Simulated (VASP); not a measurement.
Write the native input for VASP 6.6.1 that does the following.

| Quantity | Value |
| --- | --- |
| Task | relaxation of cell and atoms |
| Functional | PBE |
| Potentials or basis | VASP PAW PBE potentials, release 64 (Zn, Ge_d, N) |
| Cutoff | 600 eV |
| k mesh | 8 × 8 × 12 |
| Occupations | gaussian, width 0.1 eV |
| Spin | no spin polarisation |
| Dipole correction | no |
| Further INCAR settings | ALGO = Normal; EDIFF = 1e-07; IBRION = 2; EDIFFG = -0.01; NSW = 100; ISIF = 3 |

The structure of Zn2GeN3 lies in POSCAR:

```
Zn2GeN3
1.0
    2.5527856858     -4.8785062386      0.0000000000
    2.5527856858      4.8785062386      0.0000000000
    0.0000000000      0.0000000000      3.0419330697
Zn Ge N
2 1 3
Direct
    0.0000000000      0.5000000000      0.5000000000
    0.5000000000      0.0000000000      0.5000000000
    0.5000000000      0.5000000000      0.0000000000
    0.3181673668      0.6818326332      0.0000000000
    0.6818326332      0.3181673668      0.0000000000
    0.0000000000      0.0000000000      0.5000000000
```

The cell was generated, and may not be a known phase.

The input as run:

INCAR

```
  PREC = Accurate
  ENCUT = 600
  EDIFF = 1E-7
  ISMEAR = 0
  SIGMA = 0.1
  LREAL = F
  LASPH = T
  NELM = 100
  ALGO = Normal
  ISIF = 3
  LWAVE = F
  LCHARG = F
  GGA = PE
  IBRION = 2
  NSW = 100
  EDIFFG = -0.01
```

KPOINTS

```
Automatic mesh
0
Gamma
  8 8 12
```

Potentials or basis: VASP PAW PBE potentials, release 64 (Zn, Ge_d, N).

Run with:

```bash
$ cat potpaw_PBE.64/Zn/POTCAR potpaw_PBE.64/Ge_d/POTCAR potpaw_PBE.64/N/POTCAR > POTCAR
$ mpirun -np 1 vasp_std > vasp.out
```

Results of the run:

* Energy gained by relaxing: 0.4 meV/atom
* Ionic steps: 6
* Pressure after relaxing: 0.0 GPa
* Largest force after relaxing: 0.003 eV/Å
* Band gap on the k mesh: zero (an odd number of electrons rules out a gap without spin polarisation)

Caveat: an odd number of electrons without spin polarisation forces a metal; a magnetic or distorted state may lie lower.

It took 34 min on 1 thread of Intel Xeon 8259CL, with other jobs on the host, peak memory 0.53 GiB.
